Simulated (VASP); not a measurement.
# Mg2NCl (P-3m1) in VASP: further runs

Runs on Mg2NCl. Level: PBEsol. Tasks: single point, relaxation of cell and atoms.

Program: VASP 6.6.1. These are calculated values, not measurements. Logs are shortened: lines on timing, memory, paths and dates and some standing lists are left out, and cuts for length are marked.

## 1. The cell of the first run

It takes space group P-3m1 (No. 164, trigonal). Conventional cell: a = 3.238 Å, b = 3.238 Å, c = 5.880 Å, α = 90.00°, β = 90.00°, γ = 120.00°. Mg (site symmetry 3m) has 3 Cl at 2.32 Å and 3 N at 2.43 Å within 3.1 Å. Within 3.3 Å of N (site symmetry -3m) lie 6 Mg at 2.43 Å and 2 Cl at 2.94 Å and 6 N at 3.24 Å. Within 3.1 Å of Cl (site symmetry -3m) lie 6 Mg at 2.32 Å and 2 N at 2.94 Å.

## 2. Single point, PBEsol

Contents of INCAR:

```
SYSTEM = Mg2NCl
ALGO = Normal ; EDIFF = 1E-6
ENCUT = 520 ; GGA = PS
ISIF = 2 ; ISMEAR = 0
LASPH = .TRUE. ; LCHARG = .TRUE.
LELF = .TRUE. ; LREAL = .FALSE.
LVHAR = .TRUE. ; LWAVE = .FALSE.
NBANDS = 16 ; NELM = 100
PREC = Accurate ; SIGMA = 0.1
```

Contents of KPOINTS:

```
k-points
0
G
  6 6 4
  0 0 0
```

Contents of POSCAR:

```
Mg2NCl
1.0
    3.2379503986      0.0000000000      0.0000000000
   -1.6189751993      2.8041473014      0.0000000000
    0.0000000000      0.0000000000      5.8796119645
Mg N Cl
2 1 1
Direct
    0.3333333333      0.6666666667      0.2350000000
    0.6666666667      0.3333333333      0.7650000000
    0.0000000000      0.0000000000      0.5000000000
    0.0000000000      0.0000000000      0.0000000000
```

Potentials or basis: VASP PAW PBE potentials, release 64 (Mg, N, Cl).

Started as:

```console
$ cat potpaw_PBE.64/Mg/POTCAR potpaw_PBE.64/N/POTCAR potpaw_PBE.64/Cl/POTCAR > POTCAR
$ mpirun -np 1 vasp_std > vasp.out
```

OUTCAR:

```text
SYSTEM = Mg2NCl
   EDIFF = 1E-6
   ENCUT = 520
   GGA = PS
   ISIF = 2
   ISMEAR = 0
   LASPH = .TRUE.
   LREAL = .FALSE.
   NELM = 100
   PREC = Accurate

 ion  position               nearest neighbor table
   1  0.333  0.667  0.235-   4 2.32   4 2.32   4 2.32   3 2.43   3 2.43   3 2.43   2 3.34   2 3.34
                             2 3.34   2 3.63   2 3.63   2 3.63
   2  0.667  0.333  0.765-   4 2.32   4 2.32   4 2.32   3 2.43   3 2.43   3 2.43   1 3.34   1 3.34
                             1 3.34   1 3.63   1 3.63   1 3.63
   3  0.000  0.000  0.500-   1 2.43   2 2.43   2 2.43   1 2.43   2 2.43   1 2.43
   4  0.000  0.000  0.000-   1 2.32   2 2.32   2 2.32   1 2.32   2 2.32   1 2.32

  LATTYP: Found a hexagonal cell.
 ALAT       =     3.2379503986
 C/A-ratio  =     1.8158437409

  Lattice vectors:

 A1 = (   3.2379503986,   0.0000000000,   0.0000000000)
 A2 = (  -1.6189751993,   2.8041473014,   0.0000000000)
 A3 = (   0.0000000000,   0.0000000000,   5.8796119645)

Analysis of symmetry for initial positions (statically):
=====================================================================
 Subroutine PRICEL returns:
 Original cell was already a primitive cell.

 Routine SETGRP: Setting up the symmetry group for a
 hexagonal supercell.

 Subroutine GETGRP returns: Found 12 space group operations
 (whereof 12 operations were pure point group operations)
 out of a pool of 24 trial point group operations.

The static configuration has the point symmetry D_3d.

Analysis of symmetry for dynamics (positions and initial velocities):
=====================================================================
 Subroutine PRICEL returns:
 Original cell was already a primitive cell.

 Routine SETGRP: Setting up the symmetry group for a
 hexagonal supercell.

 Subroutine GETGRP returns: Found 12 space group operations
 (whereof 12 operations were pure point group operations)
 out of a pool of 24 trial point group operations.

The dynamic configuration has the point symmetry D_3d.

 Subroutine INISYM returns: Found 12 space group operations
 (whereof 12 operations are pure point group operations),
 and found     1 'primitive' translations

----------------------------------------------------------------------------------------

                                     Primitive cell

  volume of cell :      53.3851

  direct lattice vectors                    reciprocal lattice vectors
[... 92 lines left out ...]
   EDIFFG = 0.1E-04   stopping-criterion for IOM
   NSW    =      0    number of steps for IOM
   IBRION =     -1    ionic relax: 0-MD 1-quasi-New 2-CG
   NFREE  =      0    steps in history (QN), initial steepest desc. (CG)
   ISIF   =      2    stress and relaxation
   ISYM   =      2    0-nonsym 1-usesym 2-fastsym
   POTIM  = 0.5000    time-step for ionic-motion
   TEBEG  =    0.0;   TEEND  =   0.0 temperature during run
   PSTRESS=    0.0 pullay stress
   NELECT =      16.0000    total number of electrons
   NUPDOWN=      -1.0000    fix difference up-down
   EMIN   =  10.00;   EMAX   =-10.00  energy-range for DOS
   EFERMI =   0.00;   METHOD = LEGACY
   ISMEAR =     0;   SIGMA  =   0.10  broadening in eV -4-tet -1-fermi 0-gaus
   EFERMI_NEDOS =   21; number of points for ismear=-14 and -15
   IALGO  =     38    algorithm
   IMIX   =      4    mixing-type and parameters
     AMIX     =   0.40;   BMIX     =  1.00
     AMIX_MAG =   1.60;   BMIX_MAG =  1.00
  volume/ion in A,a.u.               =      13.35        90.07
  Fermi-wavevector in a.u.,A,eV,Ry     =   1.095574  2.070334 16.330824  1.200282
  Thomas-Fermi vector in A             =   2.231900
   LORBIT       =      0    0 simple, 1 ext, 2 COOP (PROOUT), +10 PAW based schemes
   GGA     = PS    functional components
   LHFCALC =     F    Hartree Fock is set to
   AEXX    =    0.0000 exact exchange contribution
   IVDW    =     0    specifies the selected vdW correction
   LEPSILON=     F    determine dielectric tensor
   LRPA    =     F    only Hartree local field effects (RPA)
 non-spin polarized calculation
 Gauss-broadening in eV      SIGMA  =   0.10
  energy-cutoff  :      520.00
  volume of cell :       53.39
 maximum number of plane-waves:      1482
   NGX = 13   NGY = 13   NGZ = 21

 number of electron      15.9999998 magnetization

 Free energy of the ion-electron system (eV)
  ---------------------------------------------------
  ext. energy  EPLUGINS =         0.00000000
  ---------------------------------------------------
  free energy    TOTEN  =       -13.53221282 eV

  energy without entropy =      -13.51720904  energy(sigma->0) =      -13.52471093

 E-fermi :   6.7734     XC(G=0): -10.5264

 val. band max:        6.7303819216   @ k =   0.0000   0.0000   0.2500
 cond. band min:       6.7810436825   @ k =   0.3333   0.1667   0.0000
 fundamental gap:      0.0506617610
 Fermi energy:         6.7733921107

 k-point     1 :       0.0000    0.0000    0.0000
  band No.  band energies     occupation
      1     -15.0557      2.00000
      2      -6.1955      2.00000
      3      -3.8020      2.00000
      4      -0.8555      2.00000
      5      -0.8555      2.00000
      6       4.7374      2.00000
[... 433 lines left out ...]
      3      -4.1185      2.00000
      4      -4.1185      2.00000
      5      -1.7652      2.00000
      6       3.8318      2.00000
[... 8 lines left out ...]
     15      15.1817      0.00000
     16      16.3831      0.00000

------------------------ aborting loop because EDIFF is reached ----------------------------------------

  FORCE on cell =-STRESS in cart. coord.  units (eV):
  Direction    XX          YY          ZZ          XY          YZ          ZX
  --------------------------------------------------------------------------------------
  -------------------------------------------------------------------------------------
  Total        4.8606484      4.8606484      1.1650788      0.0000000      0.0000000      0.0000000
  in kB      145.8764246    145.8764246     34.9660199      0.0000000      0.0000000      0.0000000
  external PRESSURE =     108.9062897 kB  Pullay stress =       0.0000000 kB

 VOLUME and BASIS-vectors are now :
 -----------------------------------------------------------------------------
  energy-cutoff  :      520.00
  volume of cell :       53.39
      direct lattice vectors                 reciprocal lattice vectors
     3.237950399  0.000000000  0.000000000     0.308837344  0.178307323  0.000000000
    -1.618975199  2.804147301  0.000000000     0.000000000  0.356614647  0.000000000
     0.000000000  0.000000000  5.879611964     0.000000000  0.000000000  0.170079251

 POSITION                                       TOTAL-FORCE (eV/Angst)
 -----------------------------------------------------------------------------------
     -0.00000      1.86943      1.38171        -0.000000      0.000000      6.742943
      1.61898      0.93472      4.49790         0.000000     -0.000000     -6.742943
      0.00000      0.00000      2.93981         0.000000      0.000000      0.000000
      0.00000      0.00000      0.00000         0.000000      0.000000      0.000000
 -----------------------------------------------------------------------------------
    total drift:                               -0.000000      0.000000     -0.000000

  FREE ENERGIE OF THE ION-ELECTRON SYSTEM (eV)
  ---------------------------------------------------
  free  energy   TOTEN  =       -13.5322128178 eV

  energy  without entropy=      -13.5172090377  energy(sigma->0) =      -13.52471093
```

stdout:

```text
POSCAR found type information on POSCAR MgN Cl
 POSCAR found :  3 types and       4 ions
 scaLAPACK will be used
 -----------------------------------------------------------------------------
|                                                                             |
|                                                                             |
|     You enforced a specific xc type in the INCAR file but a different       |
|     I HOPE YOU KNOW WHAT YOU ARE DOING!                                     |
|                                                                             |
 -----------------------------------------------------------------------------

 LDA part: xc-table for (Slater+PW92), standard interpolation
 POSCAR, INCAR and KPOINTS ok, starting setup
 FFT: planning ... GRIDC
 FFT: planning ... GRID_SOFT
 FFT: planning ... GRID
 WAVECAR not read
 entering main loop
```

It took 47 s on 1 thread of Oxide Virtual Turin-like, shared host; peak memory 0.15 GiB.

What came out:

```
Free energy            : -13.5322 eV
Pressure               : 10.9 GPa
Largest force          : 6.743 eV/Å
Band gap on the k mesh : zero (bands 8 and 9 overlap by 0.81 eV)
```

Forces on the atoms (eV/Å):
```
Mg   0.000  0.000  6.743
Mg   0.000  0.000 -6.743
N    0.000  0.000  0.000
Cl   0.000  0.000  0.000
```

Caveat: the k points lie up to 0.37 Å⁻¹ apart, too coarse for converged energies and pressures of a metal; the PAW data sets were made with another functional, which shifts forces and pressure a little.

## 3. Single point, PBEsol

This run uses another cell than the first one, of 14.47 Å³/atom.

Contents of INCAR:

```
SYSTEM = Mg2NCl
  PREC = Accurate
  ENCUT = 520
  EDIFF = 1E-6
  ISMEAR = 0
  SIGMA = 0.1
  LREAL = .False.
  LASPH = .True.
  NELM = 80
  ALGO = Normal
  ISIF = 2
  LWAVE = .False.
  LCHARG = .True.
  GGA = PS
  LELF = .True.
  LVHAR = .True.
  NBANDS = 16
```

Contents of KPOINTS:

```
Automatic mesh
0
Gamma
  6 6 4
  0 0 0
```

Contents of POSCAR:

```
Mg2NCl
1.0
    3.2608991660      0.0000000000      0.0000000000
   -1.6304495830      2.8240215169      0.0000000000
    0.0000000000      0.0000000000      6.2871470399
Mg N Cl
2 1 1
Direct
    0.3333333333      0.6666666667      0.3348672441
    0.6666666667      0.3333333333      0.6651327559
    0.0000000000      0.0000000000      0.5000000000
    0.0000000000      0.0000000000      0.0000000000
```

Potentials or basis: VASP PAW PBE potentials, release 64 (Mg, N, Cl).

Started as:

```console
$ cat potpaw_PBE.64/Mg/POTCAR potpaw_PBE.64/N/POTCAR potpaw_PBE.64/Cl/POTCAR > POTCAR
$ mpirun -np 1 vasp_std > vasp.out
```

Run time: 36 s. Hardware: 1 thread of Oxide Virtual Turin-like, shared host; peak memory 0.15 GiB.

Results (log left out):

```yaml
Free_energy: -18.4176 eV
Pressure: -0.2 GPa
Largest_force: 0.049 eV/Å
Band_gap_on_the_k_mesh: 1.61 eV
```

Forces in eV/Å, atoms in the order of the input:
```
Mg   0.000  0.000  0.049
Mg   0.000  0.000 -0.049
N    0.000  0.000  0.000
Cl   0.000  0.000  0.000
```

Stress tensor (GPa, compression positive):
```
-0.16  0.00  0.00
 0.00 -0.16  0.00
 0.00  0.00 -0.28
```

Levels at points of the mesh, in eV from the valence-band top:
| k point | band 5 | band 6 | band 7 | band 8 | band 9 | band 10 | band 11 | band 12 |
| --- | --- | --- | --- | --- | --- | --- | --- | --- |
| (0.00, 0.00, 0.00) | -1.78 | -1.13 | 0.00 | 0.00 | 1.61 | 6.44 | 6.70 | 7.63 |
| (0.50, 0.00, 0.00) | -3.86 | -2.67 | -0.78 | -0.28 | 2.03 | 4.17 | 7.17 | 7.51 |
| (0.00, 0.00, 0.50) | -1.76 | -1.76 | -0.04 | -0.04 | 3.74 | 4.14 | 8.30 | 8.56 |
| (0.50, 0.00, 0.50) | -3.99 | -2.65 | -1.45 | -0.84 | 3.69 | 4.15 | 5.19 | 6.84 |

Caveat: the PAW data sets were made with another functional, which shifts forces and pressure a little. A k mesh can miss the band edges.

## 4. Relaxation of cell and atoms, PBEsol

Contents of INCAR:

```
SYSTEM = Mg2NCl
ALGO = Normal ; EDIFF = 1E-6
EDIFFG = -0.04 ; ENCUT = 600
GGA = PS ; IBRION = 2
ISIF = 3 ; ISMEAR = 0
LASPH = .TRUE. ; LCHARG = .FALSE.
LREAL = .FALSE. ; LWAVE = .FALSE.
NELM = 80 ; NSW = 90
PREC = Accurate ; SIGMA = 0.1
```

Contents of KPOINTS:

```
k-points
0
G
  6 6 4
  0 0 0
```

Contents of POSCAR:

```
Mg2NCl
1.0
    3.2379503986      0.0000000000      0.0000000000
   -1.6189751993      2.8041473014      0.0000000000
    0.0000000000      0.0000000000      5.8796119645
Mg N Cl
2 1 1
Direct
    0.3333333333      0.6666666667      0.2350000000
    0.6666666667      0.3333333333      0.7650000000
    0.0000000000      0.0000000000      0.5000000000
    0.0000000000      0.0000000000      0.0000000000
```

Started as:

```console
$ cat potpaw_PBE.64/Mg/POTCAR potpaw_PBE.64/N/POTCAR potpaw_PBE.64/Cl/POTCAR > POTCAR
$ mpirun -np 1 vasp_std > vasp.out
```

It took 4.9 min on 1 thread of Oxide Virtual Turin-like, shared host; peak memory 0.18 GiB.

Results (log left out):

* Free energy: -18.4176 eV
* Relaxed volume: 14.45 Å³/atom
* Relaxed cell: a = 3.259 Å, b = 3.259 Å, c = 6.284 Å, α = 90.00°, β = 90.00°, γ = 120.00°
* Space group after relaxing (to 0.1 Å): P-3m1 (No. 164)
* Energy gained by relaxing: 1220.7 meV/atom
* Ionic steps: 11
* Pressure after relaxing: 0.0 GPa
* Largest force after relaxing: 0.006 eV/Å
* Band gap on the k mesh: 1.64 eV

Forces on the atoms (eV/Å):
```
Mg   0.000  0.000 -0.006
Mg   0.000  0.000  0.006
N    0.000  0.000  0.000
Cl   0.000  0.000  0.000
```

Step by step:
```csv
step,energy change (eV),largest force (eV/Å),pressure (GPa),volume (Å³)
1,0.0000,6.7443,10.88,53.39
2,-3.6073,3.5914,-5.20,60.66
3,-4.1704,1.5198,-8.43,64.30
4,-4.1919,1.1108,-8.74,65.04
5,-4.7963,1.1143,1.38,57.87
6,-4.8056,0.8240,-0.18,58.59
7,-4.8803,0.0555,-0.69,58.29
8,-4.8814,0.0409,-0.65,58.32
9,-4.8828,0.0409,0.09,57.78
10,-4.8828,0.0409,0.08,57.78
11,-4.8829,0.0056,0.01,57.79
```

Final structure:
```
Mg N Cl
1.0
     3.25884    0.00000    0.00000
    -1.62942    2.82224    0.00000
     0.00000    0.00000    6.28350
Mg N Cl
2 1 1
Direct
  0.33333 0.66667 0.33528
  0.66667 0.33333 0.66472
  0.00000 0.00000 0.50000
  0.00000 0.00000 0.00000
```

Levels at points of the mesh, in eV from the valence-band top:
```tsv
k point	band 6	band 7	band 8	band 9	band 10	band 11
(0.00, 0.00, 0.00)	-1.11	0.00	0.00	1.64	6.47	6.73
(0.50, 0.00, 0.00)	-2.64	-0.78	-0.27	2.05	4.21	7.20
(0.00, 0.00, 0.50)	-1.72	-0.04	-0.04	3.76	4.17	8.34
(0.50, 0.00, 0.50)	-2.61	-1.45	-0.84	3.72	4.16	5.23
```

Caveat: the PAW data sets were made with another functional, which shifts forces and pressure a little. A k mesh can miss the band edges.

## 5. Single point, PBEsol

This run uses another cell than the first one, of 14.47 Å³/atom.

Contents of INCAR:

```
PREC = Accurate ; ENCUT = 520
EDIFF = 1E-6 ; ISMEAR = 0
SIGMA = 0.02 ; LREAL = F
LASPH = T ; NELM = 60
ALGO = Normal ; ISIF = 2
LWAVE = F ; LCHARG = F
GGA = PS ; NBANDS = 16
```

Contents of KPOINTS:

```
regular mesh
0
Gamma
  12 12 4
```

Contents of POSCAR:

```
Mg2NCl
1.0
    3.2608991660      0.0000000000      0.0000000000
   -1.6304495830      2.8240215169      0.0000000000
    0.0000000000      0.0000000000      6.2871470399
Mg N Cl
2 1 1
Direct
    0.3333333333      0.6666666667      0.3348672441
    0.6666666667      0.3333333333      0.6651327559
    0.0000000000      0.0000000000      0.5000000000
    0.0000000000      0.0000000000      0.0000000000
```

Started as:

```console
$ cat potpaw_PBE.64/Mg/POTCAR potpaw_PBE.64/N/POTCAR potpaw_PBE.64/Cl/POTCAR > POTCAR
$ mpirun -np 1 vasp_std > vasp.out
```

Run time: 86 s. Hardware: 1 thread of Oxide Virtual Turin-like, shared host; peak memory 0.18 GiB.

It converged, with:

```yaml
Free_energy: -18.4206 eV
Pressure: -0.2 GPa
Largest_force: 0.045 eV/Å
Band_gap_on_the_k_mesh: 1.61 eV
```

Forces in eV/Å, atoms in the order of the input:
```
Mg   0.000  0.000  0.045
Mg   0.000  0.000 -0.045
N    0.000  0.000  0.000
Cl   0.000  0.000  0.000
```

Stress tensor (GPa, compression positive):
```
-0.16  0.00  0.00
 0.00 -0.16  0.00
 0.00  0.00 -0.25
```

Levels at points of the mesh, in eV from the valence-band top:
| k point | band 5 | band 6 | band 7 | band 8 | band 9 | band 10 | band 11 | band 12 |
| --- | --- | --- | --- | --- | --- | --- | --- | --- |
| (0.00, 0.00, 0.00) | -1.78 | -1.12 | 0.00 | 0.00 | 1.61 | 6.44 | 6.70 | 7.63 |
| (0.50, 0.00, 0.00) | -3.86 | -2.67 | -0.78 | -0.28 | 2.03 | 4.18 | 7.17 | 7.51 |
| (0.00, 0.00, 0.50) | -1.76 | -1.76 | -0.04 | -0.04 | 3.74 | 4.14 | 8.31 | 8.57 |
| (0.50, 0.00, 0.50) | -3.99 | -2.65 | -1.45 | -0.84 | 3.70 | 4.15 | 5.19 | 6.84 |

Caveat: the PAW data sets were made with another functional, which shifts forces and pressure a little. A k mesh can miss the band edges.

(Part 1 of 2 ends here.)

The gap in the log of VASP goes by the Fermi energy; the results here count the filled bands.